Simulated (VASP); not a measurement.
Runs of VASP 6.6.1 on GaAs. The structure is that of space group F-43m (No. 216), or close to it. The cells are those of the table. 

```tsv
level	spin	cell	k mesh	cutoff (eV)	smearing	gap on the mesh (eV)	pressure (GPa)	moment (μB)
PBE	off	a = 4.066 Å, angles 60.0°, 2 atoms	4 × 4 × 4	500	fermi-dirac 0.00861733 eV	0.13	0.1	-
PBE	off	a = 4.066 Å, angles 60.0°, 2 atoms	2 × 2 × 2	520	gaussian 0.1 eV	0.08	(a)	-
PBE+D4	off	a = 3.942 Å, angles 60.0°, 2 atoms	4 × 4 × 4	520	gaussian 0.1 eV	0.84	4.1	-
PBE+D3(BJ)	collinear, zero start	a = 4.066 Å, angles 60.0°, 2 atoms	2 × 2 × 2	520	gaussian 0.1 eV	0.08	5.7	0.00
PBE	off	a = 4.066 Å, angles 60.0°, 2 atoms	4 × 4 × 4	520	gaussian 0.1 eV	0.13	0.4	-
PBE+D3(BJ)	off	a = 4.066 Å, angles 60.0°, 2 atoms	4 × 4 × 4	500	methfessel-paxton 0.011 eV	0.13	-2.1	-
PBE	off	a = 4.066 Å, angles 60.0°, 2 atoms	2 × 2 × 2, shifted	500	gaussian 0.1 eV	(b)	3.4	-
PBE+D3(BJ)	collinear, zero start	a = 4.066 Å, angles 60.0°, 2 atoms	4 × 4 × 4	500	gaussian 0.1 eV	0.13	-1.9	0.00
```

Alike in all rows: task single point; potentials or basis VASP PAW PBE potentials, release 64 (Ga_d, As).

Question: Fill in the values left out.

Answer: (a) 8.0; (b) 1.15.

Caveats: all runs use coarse meshes.

A k mesh can miss the band edges, and the runs leave out spin-orbit coupling on As, Ga.
